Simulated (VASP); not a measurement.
# TaN (Fm-3m) in VASP: further runs

Aim: see how the results for TaN move with the level of theory and the settings. Levels: RPBE+D4, revPBE+D4, BLYP+D3(BJ), BLYP+D4, PBE. Tasks: single point.

Program: VASP 6.6.1. These are calculated values, not measurements. Logs are shortened: lines on timing, memory, paths and dates and some standing lists are left out, and cuts for length are marked.

## 1. The cell of the first run

It takes space group Fm-3m (No. 225, cubic). Conventional cell: a = 4.388 Å, b = 4.388 Å, c = 4.388 Å, α = 90.00°, β = 90.00°, γ = 90.00°. Within 2.9 Å of Ta (site symmetry m-3m) lie 6 N at 2.19 Å. Within 2.9 Å of N (site symmetry m-3m) lie 6 Ta at 2.19 Å.

## 2. Single point, RPBE+D4

The input, INCAR:

```
SYSTEM = TaN
ALGO     = Normal         ! electronic algorithm
EDIFF    = 1E-7           ! SCF threshold, eV
ENCUT    = 520            ! plane-wave cutoff, eV
GGA      = RP             ! functional
ISIF     = 2              ! what is computed and relaxed
ISMEAR   = -1             ! smearing method
IVDW     = 13             ! dispersion correction
LASPH    = .True.         ! aspherical terms in the spheres
LCHARG   = .False.        ! write CHGCAR
LREAL    = .False.        ! projectors in reciprocal space
LWAVE    = .False.        ! write WAVECAR
NBANDS   = 15             ! bands
NELM     = 80             ! most SCF steps
PREC     = Accurate       ! precision mode
SIGMA    = 0.05           ! smearing width, eV
```

The input, KPOINTS:

```
k-points
0
Gamma
  10 10 10
  0 0 0
```

The input, POSCAR:

```
TaN
1.0
    0.0000000000      2.1940857524      2.1940857524
    2.1940857524      0.0000000000      2.1940857524
    2.1940857524      2.1940857524      0.0000000000
Ta N
1 1
Direct
    0.5000000000      0.5000000000      0.5000000000
    0.0000000000      0.0000000000      0.0000000000
```

Potentials or basis: VASP PAW PBE potentials, release 64 (Ta_pv, N).

Launch:

```
> cat potpaw_PBE.64/Ta_pv/POTCAR potpaw_PBE.64/N/POTCAR > POTCAR
> mpirun -np 1 vasp_std > vasp.out
```

OUTCAR:

```text
SYSTEM = TaN
   EDIFF = 1E-7
   ENCUT = 520
   GGA = RP
   ISIF = 2
   ISMEAR = -1
   IVDW = 13
   LASPH = .True.
   LREAL = .False.
   NELM = 80
   PREC = Accurate

 ion  position               nearest neighbor table
   1  0.500  0.500  0.500-   2 2.19   2 2.19   2 2.19   2 2.19   2 2.19   2 2.19
   2  0.000  0.000  0.000-   1 2.19   1 2.19   1 2.19   1 2.19   1 2.19   1 2.19

  LATTYP: Found a face centered cubic cell.
 ALAT       =     4.3881715048

  Lattice vectors:

 A1 = (   0.0000000000,   2.1940857524,   2.1940857524)
 A2 = (   2.1940857524,   0.0000000000,   2.1940857524)
 A3 = (   2.1940857524,   2.1940857524,   0.0000000000)

Analysis of symmetry for initial positions (statically):
=====================================================================
 Subroutine PRICEL returns:
 Original cell was already a primitive cell.

 Routine SETGRP: Setting up the symmetry group for a
 face centered cubic supercell.

 Subroutine GETGRP returns: Found 48 space group operations
 (whereof 48 operations were pure point group operations)
 out of a pool of 48 trial point group operations.

The static configuration has the point symmetry O_h .

Analysis of symmetry for dynamics (positions and initial velocities):
=====================================================================
 Subroutine PRICEL returns:
 Original cell was already a primitive cell.

 Routine SETGRP: Setting up the symmetry group for a
 face centered cubic supercell.

 Subroutine GETGRP returns: Found 48 space group operations
 (whereof 48 operations were pure point group operations)
 out of a pool of 48 trial point group operations.

The dynamic configuration has the point symmetry O_h .

 Subroutine INISYM returns: Found 48 space group operations
 (whereof 48 operations are pure point group operations),
 and found     1 'primitive' translations

----------------------------------------------------------------------------------------

                                     Primitive cell

  volume of cell :      21.1247

  direct lattice vectors                    reciprocal lattice vectors
     0.000000000  2.194085752  2.194085752    -0.227885350  0.227885350  0.227885350
     2.194085752  0.000000000  2.194085752     0.227885350 -0.227885350  0.227885350
     2.194085752  2.194085752  0.000000000     0.227885350  0.227885350 -0.227885350

  length of vectors
     3.102905828  3.102905828  3.102905828     0.394709005  0.394709005  0.394709005

  position of ions in fractional coordinates (direct lattice)
     0.500000000  0.500000000  0.500000000
     0.000000000  0.000000000  0.000000000

  ion indices of the primitive-cell ions
   primitive index   ion index
                 1           1
                 2           2

----------------------------------------------------------------------------------------

 KPOINTS: k-points

Automatic generation of k-mesh.
 Grid dimensions read from file:
 generate k-points for:   10   10   10

 Generating k-lattice:

  Cartesian coordinates                     Fractional coordinates (reciprocal lattice)
    -0.022788535  0.022788535  0.022788535     0.100000000  0.000000000  0.000000000
     0.022788535 -0.022788535  0.022788535     0.000000000  0.100000000  0.000000000
     0.022788535  0.022788535 -0.022788535     0.000000000  0.000000000  0.100000000

  Length of vectors
     0.039470900  0.039470900  0.039470900

  Shift w.r.t. Gamma in fractional coordinates (k-lattice)
     0.000000000  0.000000000  0.000000000

 Subroutine IBZKPT returns following result:
 ===========================================

 Found     47 irreducible k-points:

 Following reciprocal coordinates:
            Coordinates               Weight
  0.000000  0.000000  0.000000      1.000000
  0.100000  0.000000  0.000000      8.000000
  0.200000  0.000000  0.000000      8.000000
  0.300000  0.000000  0.000000      8.000000
  0.400000  0.000000  0.000000      8.000000
  0.500000  0.000000  0.000000      4.000000
[... 16 lines left out ...]
  0.300000  0.300000  0.000000      6.000000
  0.400000  0.300000  0.000000     24.000000
 [... further k-points ...]
   k-points           NKPTS =     47   k-points in BZ     NKDIM =     47   number of bands    NBANDS=     15
   number of dos      NEDOS =    301   number of ions     NIONS =      2
   total plane-waves  NPLWV =  13824
   dimension x,y,z NGX =    24 NGY =   24 NGZ =   24
   dimension x,y,z NGXF=    48 NGYF=   48 NGZF=   48
   ions per type =               1   1
   NGX,Y,Z   is equivalent  to a cutoff of  12.86, 12.86, 12.86 a.u.
   NGXF,Y,Z  is equivalent  to a cutoff of  25.72, 25.72, 25.72 a.u.
 SYSTEM =  TaN
   PREC   = accura    normal or accurate (medium, high low for compatibility)
   ISTART =      0    job   : 0-new  1-cont  2-samecut
   ICHARG =      2    charge: 1-file 2-atom 10-const
   ISPIN  =      1    spin polarized calculation?
   LNONCOLLINEAR =      F non collinear calculations
   LSORBIT =      F    spin-orbit coupling
   LASPH  =      T    aspherical Exc in radial PAW
   ENCUT  =  520.0 eV  38.22 Ry    6.18 a.u.   5.77  5.77  5.77*2*pi/ulx,y,z
   NELM   =     80;   NELMIN=  2; NELMDL= -5     # of ELM steps
   EDIFF  = 0.1E-06   stopping-criterion for ELM
   LREAL  =      F    real-space projection
   EDIFFG = 0.1E-05   stopping-criterion for IOM
   NSW    =      0    number of steps for IOM
   IBRION =     -1    ionic relax: 0-MD 1-quasi-New 2-CG
   NFREE  =      0    steps in history (QN), initial steepest desc. (CG)
   ISIF   =      2    stress and relaxation
   ISYM   =      2    0-nonsym 1-usesym 2-fastsym
   POTIM  = 0.5000    time-step for ionic-motion
   TEBEG  =    0.0;   TEEND  =   0.0 temperature during run
   PSTRESS=    0.0 pullay stress
   NELECT =      16.0000    total number of electrons
   NUPDOWN=      -1.0000    fix difference up-down
   EMIN   =  10.00;   EMAX   =-10.00  energy-range for DOS
   EFERMI =   0.00;   METHOD = LEGACY
   ISMEAR =    -1;   SIGMA  =   0.05  broadening in eV -4-tet -1-fermi 0-gaus
   EFERMI_NEDOS =   21; number of points for ismear=-14 and -15
   IALGO  =     38    algorithm
   IMIX   =      4    mixing-type and parameters
     AMIX     =   0.40;   BMIX     =  1.00
     AMIX_MAG =   1.60;   BMIX_MAG =  1.00
  volume/ion in A,a.u.               =      10.56        71.28
  Fermi-wavevector in a.u.,A,eV,Ry     =   1.492283  2.820006 30.298936  2.226909
  Thomas-Fermi vector in A             =   2.604831
   LORBIT       =      0    0 simple, 1 ext, 2 COOP (PROOUT), +10 PAW based schemes
   GGA     = RP    functional components
   LHFCALC =     F    Hartree Fock is set to
   AEXX    =    0.0000 exact exchange contribution
   IVDW    =    13    specifies the selected vdW correction
   LEPSILON=     F    determine dielectric tensor
   LRPA    =     F    only Hartree local field effects (RPA)
 non-spin polarized calculation
  energy-cutoff  :      520.00
  volume of cell :       21.12
 maximum number of plane-waves:       588
   NGX = 11   NGY = 11   NGZ = 11

 number of electron      16.0000002 magnetization

 Free energy of the ion-electron system (eV)
  ---------------------------------------------------
  ext. energy  EPLUGINS =         0.00000000
  ---------------------------------------------------
  free energy    TOTEN  =       -20.76956902 eV

  energy without entropy =      -20.76387122  energy(sigma->0) =      -20.76672012

 E-fermi :   9.7598     XC(G=0): -13.4133

 val. band max:        9.6608391962   @ k =  -0.2000   0.2000   0.0000
 cond. band min:       9.7964417876   @ k =  -0.3000   0.3000   0.1000
 fundamental gap:      0.1356025913
 Fermi energy:         9.7598146855

 k-point     1 :       0.0000    0.0000    0.0000
  band No.  band energies     occupation
      1     -26.0878      2.00000
      2     -26.0878      2.00000
      3     -26.0878      2.00000
      4      -9.2527      2.00000
      5       5.8827      2.00000
      6       5.8827      2.00000
      7       5.8827      2.00000
      8       7.6085      2.00000
      9       7.6085      2.00000
     10       7.6085      2.00000
     11       9.8034      0.58974
     12       9.8034      0.58973
     13      11.2752      0.00000
     14      19.1016      0.00000
     15      22.1397      0.00000

 k-point     2 :       0.1000    0.0000    0.0000
  band No.  band energies     occupation
      1     -26.1773      2.00000
      2     -26.0960      2.00000
      3     -26.0960      2.00000
      4      -9.0114      2.00000
      5       4.7678      2.00000
      6       5.1314      2.00000
      7       5.1314      2.00000
      8       7.9701      2.00000
      9       7.9701      2.00000
     10       8.0406      2.00000
     11      10.7300      0.00000
     12      10.7300      0.00000
     13      11.9833      0.00000
     14      19.8409      0.00000
     15      22.1394      0.00000

 k-point     3 :       0.2000    0.0000    0.0000
  band No.  band energies     occupation
      1     -26.4041      2.00000
      2     -26.1171      2.00000
      3     -26.1171      2.00000
      4      -8.3538      2.00000
      5       2.9215      2.00000
      6       3.9315      2.00000
      7       3.9315      2.00000
      8       8.5895      2.00000
      9       8.7913      2.00000
     10       8.7913      2.00000
     11      12.6389      0.00000
     12      12.6389      0.00000
     13      13.4544      0.00000
     14      21.5487      0.00000
     15      22.1393      0.00000

 k-point     4 :       0.3000    0.0000    0.0000
  band No.  band energies     occupation
      1     -26.6716      2.00000
      2     -26.1430      2.00000
      3     -26.1430      2.00000
      4      -7.4590      2.00000
      5       1.1712      2.00000
      6       2.9419      2.00000
      7       2.9419      2.00000
      8       9.4145      1.99800
      9       9.9411      0.05189
     10       9.9411      0.05189
     11      14.6414      0.00000
     12      14.7208      0.00000
     13      14.7208      0.00000
     14      22.0412      0.00000
     15      22.1799      0.00000
[... 307 lines left out ...]
 k-point    22 :      -0.2000    0.2000    0.0000
  band No.  band energies     occupation
      1     -26.6232      2.00000
      2     -26.3091      2.00000
      3     -26.1337      2.00000
      4      -7.3862      2.00000
      5       1.0768      2.00000
      6       2.6720      2.00000
      7       3.4297      2.00000
      8       9.3055      1.99977
      9       9.6608      1.75726
     10      11.4372      0.00000
     11      11.9758      0.00000
     12      15.7718      0.00000
     13      16.2998      0.00000
     14      22.1227      0.00000
     15      22.5228      0.00000

 k-point    23 :       0.3000    0.3000    0.0000
  band No.  band energies     occupation
      1     -26.6028      2.00000
      2     -26.2774      2.00000
      3     -26.2774      2.00000
      4      -7.8298      2.00000
      5       1.5121      2.00000
      6       4.8047      2.00000
      7       4.8047      2.00000
      8       5.1220      2.00000
      9      11.0616      0.00000
     10      12.1787      0.00000
     11      12.1787      0.00000
     12      12.7044      0.00000
     13      18.1351      0.00000
     14      22.1283      0.00000
     15      22.8514      0.00000

 k-point    24 :       0.4000    0.3000    0.0000
  band No.  band energies     occupation
      1     -26.7055      2.00000
      2     -26.3337      2.00000
      3     -26.3075      2.00000
      4      -7.6951      2.00000
      5       1.7357      2.00000
      6       3.7978      2.00000
      7       4.4915      2.00000
      8       5.8300      2.00000
      9      11.9335      0.00000
     10      12.6876      0.00000
     11      12.7685      0.00000
     12      13.6639      0.00000
     13      18.2265      0.00000
     14      20.5116      0.00000
     15      22.1452      0.00000

 [... further k-points ...]

------------------------ aborting loop because EDIFF is reached ----------------------------------------

  DFT-D4 for vdW energy calculation

  Edisp (eV):   -1.25104

  FORCE on cell =-STRESS in cart. coord.  units (eV):
  Direction    XX          YY          ZZ          XY          YZ          ZX
  --------------------------------------------------------------------------------------
  -------------------------------------------------------------------------------------
  Total       0.10888     0.10888     0.10888    -0.00000    -0.00000     0.00000
  in kB       8.25813     8.25813     8.25813    -0.00000    -0.00000     0.00000
  external pressure =        8.26 kB  Pullay stress =        0.00 kB

 VOLUME and BASIS-vectors are now :
 -----------------------------------------------------------------------------
  energy-cutoff  :      520.00
  volume of cell :       21.12
      direct lattice vectors                 reciprocal lattice vectors
     0.000000000  2.194085752  2.194085752    -0.227885350  0.227885350  0.227885350
     2.194085752  0.000000000  2.194085752     0.227885350 -0.227885350  0.227885350
     2.194085752  2.194085752  0.000000000     0.227885350  0.227885350 -0.227885350

 POSITION                                       TOTAL-FORCE (eV/Angst)
 -----------------------------------------------------------------------------------
      2.19409      2.19409      2.19409        -0.000000     -0.000000      0.000000
      0.00000      0.00000      0.00000         0.000000      0.000000     -0.000000
 -----------------------------------------------------------------------------------
    total drift:                                0.000000     -0.000000     -0.000000

  FREE ENERGIE OF THE ION-ELECTRON SYSTEM (eV)
  ---------------------------------------------------
  free  energy   TOTEN  =       -22.0206069652 eV

  energy  without entropy=      -22.0149091707  energy(sigma->0) =      -22.01775807
```

Wall time 9.2 s (1 thread of Intel Xeon Platinum 8488C (Sapphire Rapids), shared host); peak memory 0.14 GiB.

Results:

```
Free energy                : -22.0206 eV
Pressure                   : 0.8 GPa
Band gap on the k mesh     : zero (band 8 reaches 11.65 eV, above the bottom of band 9 at 7.61 eV)
Dispersion energy per atom : -0.626 eV
```

Levels at points of the mesh, in eV from the Fermi level:
| k point | band 5 | band 6 | band 7 | band 8 | band 9 | band 10 | band 11 | band 12 |
| --- | --- | --- | --- | --- | --- | --- | --- | --- |
| (0.00, 0.00, 0.00) | -3.88 | -3.88 | -3.88 | -2.15 | -2.15 | -2.15 | 0.04 | 0.04 |
| (0.50, 0.00, 0.00) | -10.46 | -7.66 | -7.66 | 1.89 | 1.89 | 1.99 | 3.78 | 7.59 |
| (0.50, 0.50, 0.00) | -6.71 | -5.54 | -4.69 | -4.69 | 2.11 | 3.55 | 3.55 | 4.56 |

Caveat: the PAW data sets were made with another functional, which shifts forces and pressure a little; spin-orbit coupling is left out, which moves the levels of the heavy elements; pairwise dispersion overbinds metals, which lowers pressure and volume.

[end of part 1 of 2]
